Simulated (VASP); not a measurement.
# Te in VASP: a series of runs

Te is run at these levels: PBE; tasks: single point.

Program: VASP 6.6.1. These are calculated values, not measurements. Logs are shortened: lines on timing, memory, paths and dates and some standing lists are left out, and cuts for length are marked.

### 1 The cell of the first run

The structure is tetragonal, space group P4/mmm (No. 123). The conventional cell has a = 3.189 Å, b = 3.189 Å, c = 3.224 Å, α = 90.00°, β = 90.00°, γ = 90.00°. Within 4.2 Å of Te (site symmetry 4/mmm) lie 6 Te at 3.19 to 3.22 Å.

This isn't the form of Te at room conditions, which is trigonal, of chains.

### 2 Single point, PBE

The input, INCAR:

```
SYSTEM = Te
  PREC = Accurate
  ENCUT = 520
  EDIFF = 1E-6
  ISMEAR = 0
  SIGMA = 0.1
  LREAL = .False.
  LASPH = .True.
  NELM = 80
  ALGO = Normal
  ISIF = 2
  LWAVE = .False.
  LCHARG = .False.
  GGA = PE
  NBANDS = 9
```

The input, KPOINTS:

```
regular mesh
0
Gamma
  18 18 16
  0 0 0
```

The input, POSCAR:

```
Te
1.0
    3.1888757654      0.0000000000      0.0000000000
    0.0000000000      3.1888757654      0.0000000000
    0.0000000000      0.0000000000      3.2241415386
Te
1
Direct
    0.0000000000      0.0000000000      0.5000000000
```

Potentials or basis: VASP PAW PBE potentials, release 64 (Te).

Run with:

```bash
> cat potpaw_PBE.64/Te/POTCAR > POTCAR
> mpirun -np 1 vasp_std > vasp.out
```

OUTCAR:

```text
SYSTEM = Te
   PREC = Accurate
   ENCUT = 520
   EDIFF = 1E-6
   ISMEAR = 0
   LREAL = .False.
   LASPH = .True.
   NELM = 80
   ISIF = 2
   GGA = PE

 ion  position               nearest neighbor table
   1  0.000  0.000  0.500-

  LATTYP: Found a simple tetragonal cell.
 ALAT       =     3.1888757654
 C/A-ratio  =     1.0110589988

  Lattice vectors:

 A1 = (   3.1888757654,   0.0000000000,   0.0000000000)
 A2 = (   0.0000000000,   3.1888757654,   0.0000000000)
 A3 = (   0.0000000000,   0.0000000000,   3.2241415386)

Analysis of symmetry for initial positions (statically):
=====================================================================
 Subroutine PRICEL returns:
 Original cell was already a primitive cell.

 Routine SETGRP: Setting up the symmetry group for a
 simple tetragonal supercell.

 Subroutine GETGRP returns: Found 16 space group operations
 (whereof 16 operations were pure point group operations)
 out of a pool of 16 trial point group operations.

The static configuration has the point symmetry D_4h.

Analysis of symmetry for dynamics (positions and initial velocities):
=====================================================================
 Subroutine PRICEL returns:
 Original cell was already a primitive cell.

 Routine SETGRP: Setting up the symmetry group for a
 simple tetragonal supercell.

 Subroutine GETGRP returns: Found 16 space group operations
 (whereof 16 operations were pure point group operations)
 out of a pool of 16 trial point group operations.

The dynamic configuration has the point symmetry D_4h.

 Subroutine INISYM returns: Found 16 space group operations
 (whereof 16 operations are pure point group operations),
 and found     1 'primitive' translations

----------------------------------------------------------------------------------------

                                     Primitive cell

  volume of cell :      32.7861

  direct lattice vectors                    reciprocal lattice vectors
     3.188875765  0.000000000  0.000000000     0.313590141  0.000000000  0.000000000
     0.000000000  3.188875765  0.000000000     0.000000000  0.313590141  0.000000000
     0.000000000  0.000000000  3.224141539     0.000000000  0.000000000  0.310160081

  length of vectors
     3.188875765  3.188875765  3.224141539     0.313590141  0.313590141  0.310160081

  position of ions in fractional coordinates (direct lattice)
     0.000000000  0.000000000  0.500000000

  ion indices of the primitive-cell ions
   primitive index   ion index
                 1           1

----------------------------------------------------------------------------------------

 KPOINTS: regular mesh

Automatic generation of k-mesh.
 Grid dimensions read from file:
 generate k-points for:   18   18   16

 Generating k-lattice:

  Cartesian coordinates                     Fractional coordinates (reciprocal lattice)
     0.017421674  0.000000000  0.000000000     0.055555556  0.000000000  0.000000000
     0.000000000  0.017421674  0.000000000     0.000000000  0.055555556  0.000000000
     0.000000000  0.000000000  0.019385005     0.000000000  0.000000000  0.062500000

  Length of vectors
     0.017421674  0.017421674  0.019385005

  Shift w.r.t. Gamma in fractional coordinates (k-lattice)
     0.000000000  0.000000000  0.000000000

 Subroutine IBZKPT returns following result:
 ===========================================

 Found    495 irreducible k-points:

 Following reciprocal coordinates:
            Coordinates               Weight
  0.000000  0.000000  0.000000      1.000000
  0.055556  0.000000  0.000000      4.000000
  0.111111  0.000000  0.000000      4.000000
  0.166667  0.000000  0.000000      4.000000
  0.222222  0.000000  0.000000      4.000000
  0.277778  0.000000  0.000000      4.000000
[... 16 lines left out ...]
  0.277778  0.111111  0.000000      8.000000
  0.333333  0.111111  0.000000      8.000000
 [... further k-points ...]
   k-points           NKPTS =    495   k-points in BZ     NKDIM =    495   number of bands    NBANDS=      9
   number of dos      NEDOS =    301   number of ions     NIONS =      1
   total plane-waves  NPLWV =  13824
   dimension x,y,z NGX =    24 NGY =   24 NGZ =   24
   dimension x,y,z NGXF=    48 NGYF=   48 NGZF=   48
   ions per type =               1
   NGX,Y,Z   is equivalent  to a cutoff of  12.51, 12.51, 12.38 a.u.
   NGXF,Y,Z  is equivalent  to a cutoff of  25.02, 25.02, 24.75 a.u.
 SYSTEM =  Te
   PREC   = accura    normal or accurate (medium, high low for compatibility)
   ISTART =      0    job   : 0-new  1-cont  2-samecut
   ICHARG =      2    charge: 1-file 2-atom 10-const
   ISPIN  =      1    spin polarized calculation?
   LNONCOLLINEAR =      F non collinear calculations
   LSORBIT =      F    spin-orbit coupling
   LASPH  =      T    aspherical Exc in radial PAW
   ENCUT  =  520.0 eV  38.22 Ry    6.18 a.u.   5.93  5.93  5.99*2*pi/ulx,y,z
   NELM   =     80;   NELMIN=  2; NELMDL= -5     # of ELM steps
   EDIFF  = 0.1E-05   stopping-criterion for ELM
   LREAL  =      F    real-space projection
   EDIFFG = 0.1E-04   stopping-criterion for IOM
   NSW    =      0    number of steps for IOM
   IBRION =     -1    ionic relax: 0-MD 1-quasi-New 2-CG
   NFREE  =      0    steps in history (QN), initial steepest desc. (CG)
   ISIF   =      2    stress and relaxation
   ISYM   =      2    0-nonsym 1-usesym 2-fastsym
   POTIM  = 0.5000    time-step for ionic-motion
   TEBEG  =    0.0;   TEEND  =   0.0 temperature during run
   PSTRESS=    0.0 pullay stress
   NELECT =       6.0000    total number of electrons
   NUPDOWN=      -1.0000    fix difference up-down
   EMIN   =  10.00;   EMAX   =-10.00  energy-range for DOS
   EFERMI =   0.00;   METHOD = LEGACY
   ISMEAR =     0;   SIGMA  =   0.10  broadening in eV -4-tet -1-fermi 0-gaus
   EFERMI_NEDOS =   21; number of points for ismear=-14 and -15
   IALGO  =     38    algorithm
   IMIX   =      4    mixing-type and parameters
     AMIX     =   0.40;   BMIX     =  1.00
     AMIX_MAG =   1.60;   BMIX_MAG =  1.00
  volume/ion in A,a.u.               =      32.79       221.25
  Fermi-wavevector in a.u.,A,eV,Ry     =   0.929456  1.756417 11.753915  0.863888
  Thomas-Fermi vector in A             =   2.055741
   LORBIT       =      0    0 simple, 1 ext, 2 COOP (PROOUT), +10 PAW based schemes
   GGA     = PE    functional components
   LHFCALC =     F    Hartree Fock is set to
   AEXX    =    0.0000 exact exchange contribution
   IVDW    =     0    specifies the selected vdW correction
   LEPSILON=     F    determine dielectric tensor
   LRPA    =     F    only Hartree local field effects (RPA)
 non-spin polarized calculation
 Gauss-broadening in eV      SIGMA  =   0.10
  energy-cutoff  :      520.00
  volume of cell :       32.79
 maximum number of plane-waves:       912
 NGX is ok and might be reduce to    24
   NGX = 11   NGY = 11   NGZ = 11

 number of electron       6.0000001 magnetization

 Free energy of the ion-electron system (eV)
  ---------------------------------------------------
  ext. energy  EPLUGINS =         0.00000000
  ---------------------------------------------------
  free energy    TOTEN  =        -3.09973121 eV

  energy without entropy =       -3.09651609  energy(sigma->0) =       -3.09812365

 E-fermi :   6.4099     XC(G=0):  -9.2704

 val. band max:        6.4097915810   @ k =   0.2222   0.1111   0.1250
 cond. band min:       6.4233978094   @ k =   0.1111   0.1111   0.0625
 fundamental gap:      0.0136062284
 Fermi energy:         6.4098711921

 k-point     1 :       0.0000    0.0000    0.0000
  band No.  band energies     occupation
      1      -7.1826      2.00000
      2       7.4210      0.00000
      3       7.6659      0.00000
      4       7.6659      0.00000
      5      12.3673      0.00000
      6      12.4959      0.00000
      7      12.9166      0.00000
      8      23.7365      0.00000
      9      23.7399      0.00000

 k-point     2 :       0.0556    0.0000    0.0000
  band No.  band energies     occupation
      1      -7.1459      2.00000
      2       7.2155      0.00000
      3       7.4542      0.00000
      4       7.6990      0.00000
      5      12.4119      0.00000
      6      12.6863      0.00000
      7      13.2786      0.00000
      8      22.8596      0.00000
      9      23.0824      0.00000

 k-point     3 :       0.1111    0.0000    0.0000
  band No.  band energies     occupation
      1      -7.0368      2.00000
      2       6.2081      1.99567
      3       7.5518      0.00000
      4       7.7967      0.00000
      5      12.5180      0.00000
      6      12.8603      0.00000
      7      14.4413      0.00000
      8      21.7112      0.00000
      9      21.9455      0.00000

 k-point     4 :       0.1667    0.0000    0.0000
  band No.  band energies     occupation
      1      -6.8593      2.00000
      2       5.0409      2.00000
      3       7.7079      0.00000
      4       7.9527      0.00000
      5      12.6893      0.00000
      6      13.0660      0.00000
      7      15.9352      0.00000
      8      20.6124      0.00000
      9      20.8543      0.00000
[... 205 lines left out ...]
 k-point    22 :       0.2222    0.1111    0.0000
  band No.  band energies     occupation
      1      -6.4753      2.00000
      2       4.0221      2.00000
      3       6.7282      0.00001
      4       8.0418      0.00000
      5      13.1494      0.00000
      6      14.8463      0.00000
      7      17.0725      0.00000
      8      18.4976      0.00000
      9      19.7175      0.00000

 k-point    23 :       0.2778    0.1111    0.0000
  band No.  band energies     occupation
      1      -6.1905      2.00000
      2       2.9486      2.00000
      3       6.9819      0.00000
      4       8.2755      0.00000
      5      13.4586      0.00000
      6      14.9646      0.00000
      7      16.8215      0.00000
      8      18.8184      0.00000
      9      19.1302      0.00000

 k-point    24 :       0.3333    0.1111    0.0000
  band No.  band energies     occupation
      1      -5.8828      2.00000
      2       2.0103      2.00000
      3       7.2480      0.00000
      4       8.5152      0.00000
      5      13.8119      0.00000
      6      14.8907      0.00000
      7      16.5017      0.00000
      8      18.0568      0.00000
      9      18.7450      0.00000

 [... further k-points ...]

------------------------ aborting loop because EDIFF is reached ----------------------------------------

  FORCE on cell =-STRESS in cart. coord.  units (eV):
  Direction    XX          YY          ZZ          XY          YZ          ZX
  --------------------------------------------------------------------------------------
  -------------------------------------------------------------------------------------
  Total       -0.0112042     -0.0112042     -0.0085115      0.0000000      0.0000000     -0.0000000
  in kB       -0.5475251     -0.5475251     -0.4159378      0.0000000      0.0000000     -0.0000000
  external PRESSURE =      -0.5036627 kB  Pullay stress =       0.0000000 kB

 VOLUME and BASIS-vectors are now :
 -----------------------------------------------------------------------------
  energy-cutoff  :      520.00
  volume of cell :       32.79
      direct lattice vectors                 reciprocal lattice vectors
     3.188875765  0.000000000  0.000000000     0.313590141  0.000000000  0.000000000
     0.000000000  3.188875765  0.000000000     0.000000000  0.313590141  0.000000000
     0.000000000  0.000000000  3.224141539     0.000000000  0.000000000  0.310160081

 POSITION                                       TOTAL-FORCE (eV/Angst)
 -----------------------------------------------------------------------------------
      0.00000      0.00000      1.61207         0.000000      0.000000      0.000000
 -----------------------------------------------------------------------------------
    total drift:                                0.000000      0.000000     -0.000000

  FREE ENERGIE OF THE ION-ELECTRON SYSTEM (eV)
  ---------------------------------------------------
  free  energy   TOTEN  =        -3.0997312136 eV

  energy  without entropy=       -3.0965160939  energy(sigma->0) =       -3.09812365
```

Wall time 46 s (1 thread of Intel Xeon Platinum 8488C (Sapphire Rapids), shared host); peak memory 0.25 GiB.

What came out:

| Item | Value |
| --- | --- |
| Free energy | -3.0997 eV |
| Pressure | -0.1 GPa |
| Band gap on the k mesh | zero (bands 3 and 4 overlap by 5.41 eV) |

Caveat: spin-orbit coupling is left out, which moves the levels of the heavy elements.

(Part 1 of 2 ends here.)

The gap in the log of VASP goes by the Fermi energy; the results here count the filled bands.